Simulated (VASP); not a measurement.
Write the native input for VASP 6.6.1 that does the following.

| Item | Value |
| --- | --- |
| Task | relaxation of cell and atoms |
| Functional | PBE |
| Potentials or basis | VASP PAW PBE potentials, release 64 (Al) |
| Cutoff | 600 eV |
| k mesh | 6 × 6 × 6 |
| Occupations | gaussian, width 0.1 eV |
| Spin | no spin polarisation |
| Dipole correction | no |
| Further INCAR settings | ALGO = Fast; EDIFF = 1e-06; IBRION = 2; EDIFFG = -0.01; NSW = 100; ISIF = 3 |

The structure of Al lies in POSCAR:

```
Al
1.0
    3.5407536704      2.0442550847      6.4778013943
   -3.5407536704      2.0442550847      6.4778013943
    0.0000000000     -4.0885101695      6.4778013943
Al
12
Direct
    0.0202625466      0.6413798781      0.0202625466
    0.0202625466      0.0202625466      0.6413798781
    0.6413798781      0.0202625466      0.0202625466
    0.9797374534      0.3586201219      0.9797374534
    0.3586201219      0.9797374534      0.9797374534
    0.9797374534      0.9797374534      0.3586201219
    0.2291744739      0.6182538535      0.2291744739
    0.2291744739      0.2291744739      0.6182538535
    0.6182538535      0.2291744739      0.2291744739
    0.7708255261      0.3817461465      0.7708255261
    0.3817461465      0.7708255261      0.7708255261
    0.7708255261      0.7708255261      0.3817461465
```

One way to write it, as run:

INCAR

```
SYSTEM = Al
PREC = Accurate
ENCUT = 600
EDIFF = 1E-6
ISMEAR = 0
SIGMA = 0.1
LREAL = .False.
LASPH = .True.
NELM = 80
ALGO = Fast
ISIF = 3
LWAVE = .False.
LCHARG = .False.
GGA = PE
IBRION = 2
NSW = 100
EDIFFG = -0.01
```

KPOINTS

```
Automatic mesh
0
Gamma
  6 6 6
  0 0 0
```

Potentials or basis: VASP PAW PBE potentials, release 64 (Al).

Launch:

```sh
$ cat potpaw_PBE.64/Al/POTCAR > POTCAR
$ mpirun -np 1 vasp_std > vasp.out
```

It gave:

```yaml
Relaxed_volume: 23.67 Å³/atom
Relaxed_cell: a = 7.668 Å, b = 7.668 Å, c = 7.668 Å, α = 55.31°, β = 55.31°, γ = 55.31°
Space_group_after_relaxing_to_0.05_Å: R-3m (No. 166)
Energy_gained_by_relaxing: 0.7 meV/atom
Ionic_steps: 8
Pressure_after_relaxing: 0.0 GPa
Band_gap_on_the_k_mesh: zero (band 18 reaches 4.93 eV, above the bottom of band 19 at 4.23 eV)
```

Run time: 18 min on 1 thread of Intel(R) Xeon(R) Platinum 8488C (Sapphire Rapids), on a shared host, peak memory 0.69 GiB.
